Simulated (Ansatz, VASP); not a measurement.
SiC: VASP beside Ansatz

The input INCAR:

```
SYSTEM = SiC
PREC = Accurate
ENCUT = 600
EDIFF = 1E-7
ISMEAR = -1
SIGMA = 0.05
LREAL = .FALSE.
LASPH = .TRUE.
NELM = 120
ALGO = Normal
ISIF = 3
LWAVE = .FALSE.
LCHARG = .FALSE.
GGA = PE
IVDW = 12
IBRION = 2
NSW = 80
EDIFFG = -0.01
GGA_COMPAT = .FALSE.
NELMIN = 4
```

The input KPOINTS:

```
Automatic mesh
0
G
  10 10 10
  0 0 0
```

The input POSCAR:

```
SiC
1.0
    0.0000000000      2.1790000000      2.1790000000
    2.1790000000      0.0000000000      2.1790000000
    2.1790000000      2.1790000000      0.0000000000
Si C
1 1
Direct
    0.0000000000      0.0000000000      0.0000000000
    0.7500000000      0.7500000000      0.7500000000
```

The input input.yaml:

```yaml
crystal:
  lattice:
    - [0.0, 2.179, 2.179]
    - [2.179, 0.0, 2.179]
    - [2.179, 2.179, 0.0]
  atoms:
    - { symbol: Si, position: [0.0, 0.0, 0.0] }
    - { symbol: C, position: [0.75, 0.75, 0.75] }
kpoints:
  mp_grid: { grid: [10, 10, 10] }
scf:
  occupations: { method: fermi_dirac, width: 0.05 }
hamiltonian:
  xc: pbe
  dispersion: d3bj
  pseudopotentials: { kind: all_electron, lapw: { basis_error: 0.001 } }
output:
  forces: true
  stress: true
relax:
  f_tol: 0.01
  max_steps: 60
  cell: {}
```

Alike in both runs: task relaxation of cell and atoms; functional PBE; dispersion D3(BJ); k mesh 10 × 10 × 10; occupations fermi-dirac, width 0.05 eV; no spin polarisation.

|  | VASP | Ansatz |
| --- | --- | --- |
| version | VASP 6.6.1 | Ansatz 0.2.0 |
| potentials or method | VASP PAW PBE potentials, release 64 (Si, C), cutoff 600 eV | all-electron LAPW, scalar-relativistic |

Ansatz gave:

| Property | Result |
| --- | --- |
| relaxed volume (Å³/atom) | 10.28 |
| relaxed cell length with the largest relative difference (Å) | 3.075 |

Question: Estimate VASP's values.

Answer: Relaxed volume (Å³/atom): 10.27; relaxed cell length with the largest relative difference (Å): 3.074.

Ansatz ran all-electron here, and VASP with PAW potentials.
